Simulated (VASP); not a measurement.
Co, 4 atoms in the cell. Symmetry: P6_3/mmc, No. 194, hexagonal system. The conventional cell has a = 2.495 Å, b = 2.495 Å, c = 8.082 Å, α = 90.00°, β = 90.00°, γ = 120.00°. Within 3.3 Å of Co (site symmetry -3m) lie 12 Co at 2.48 to 2.50 Å. Co (site symmetry -6m2) has 12 Co at 2.48 to 2.50 Å within 3.3 Å. 

- Program: VASP 6.6.1
- Task: single point
- Functional: PBE
- Potentials or basis: VASP PAW PBE potentials, release 64 (Co)
- Cutoff: 520 eV
- k mesh: 16 × 16 × 5
- Occupations: fermi-dirac, width 0.05 eV
- Spin: collinear spin, ferromagnetic start
- Starting moments: [1.707, 1.707, 1.725, 1.725] μB
- Dipole correction: no
- Further INCAR settings: ALGO = Normal; EDIFF = 1e-06; NBANDS = 30

Potentials or basis: VASP PAW PBE potentials, release 64 (Co).

Command:

```console
$ cat potpaw_PBE.64/Co/POTCAR > POTCAR
$ mpirun -np 1 vasp_std > vasp.out
```

Hardware: 1 thread of Oxide Virtual Turin-like Processor, on a shared host.

Q: How long does it take, and how much memory?

A: Run time: 6.4 min on 1 thread of Oxide Virtual Turin-like Processor, with other jobs on the host, peak memory 0.25 GiB. Counts: scf iterations 17, k points 90.
